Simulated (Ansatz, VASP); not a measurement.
# V: VASP beside Ansatz

The input INCAR:

```
PREC = Accurate
ENCUT = 520
EDIFF = 1E-8
ISMEAR = -1
SIGMA = 0.05
LREAL = False
LASPH = True
NELM = 150
ALGO = Normal
ISIF = 2
LWAVE = False
LCHARG = False
ISPIN = 2
MAGMOM = 1.5
LORBIT = 11
LMAXMIX = 4
GGA = PS
LEFG = True
NBANDS = 16
```

The input KPOINTS:

```
Automatic mesh
0
Gamma
  16 16 16
```

Contents of POSCAR:

```
V
1.0
    0.0000000000      1.8950000000      1.8950000000
    1.8950000000      0.0000000000      1.8950000000
    1.8950000000      1.8950000000      0.0000000000
V
1
Direct
    0.0000000000      0.0000000000      0.0000000000
```

Input for Ansatz:

```yaml
crystal:
  lattice:
    - [0.0, 1.895, 1.895]
    - [1.895, 0.0, 1.895]
    - [1.895, 1.895, 0.0]
  atoms:
    - { symbol: V, position: [0.0, 0.0, 0.0], spin: 1.5 }
magnetization:
  spin_polarized: true
kpoints:
  mp_grid: { grid: [16, 16, 16] }
  band_path:
    path:
      - [0.0, 0.0, 0.0]
      - [0.5, 0.0, 0.5]
      - [0.625, 0.25, 0.625]
      - [0.375, 0.375, 0.75]
      - [0.0, 0.0, 0.0]
      - [0.5, 0.5, 0.5]
      - [0.5, 0.25, 0.75]
      - [0.5, 0.0, 0.5]
    npoints: 5
scf:
  occupations: { method: fermi_dirac, width: 0.05 }
hamiltonian:
  xc: pbesol
  pseudopotentials: { kind: paw }
output:
  forces: true
  stress: true
  eigenvalues: true
  efg: { contact_densities: true }
```

Alike in both runs: task electric field gradients; functional PBEsol; k mesh 16 × 16 × 16; occupations fermi-dirac, width 0.05 eV; collinear spin.

|  | VASP | Ansatz |
| --- | --- | --- |
| version | VASP 6.6.1 | Ansatz 0.2.0 |
| potentials or method | VASP PAW PBE potentials, release 64 (V_sv) | PAW with Ansatz's default frozen-core files, scalar-relativistic |
| plane-wave cutoff (eV) | 520 | 420 |
| valence electrons in the cell | 13 | 13 |

```tsv
	VASP	Ansatz	Ansatz less VASP
pressure (GPa)	-2.8	-3.0	-0.17
net moment per atom (μB)	0.00	0.00	0.000
```

VASP's potentials were made for PBE, not for PBEsol. The functional is the same, so the differences come from potentials, cutoffs and numerics. Ansatz's warnings: seeded moment not kept.
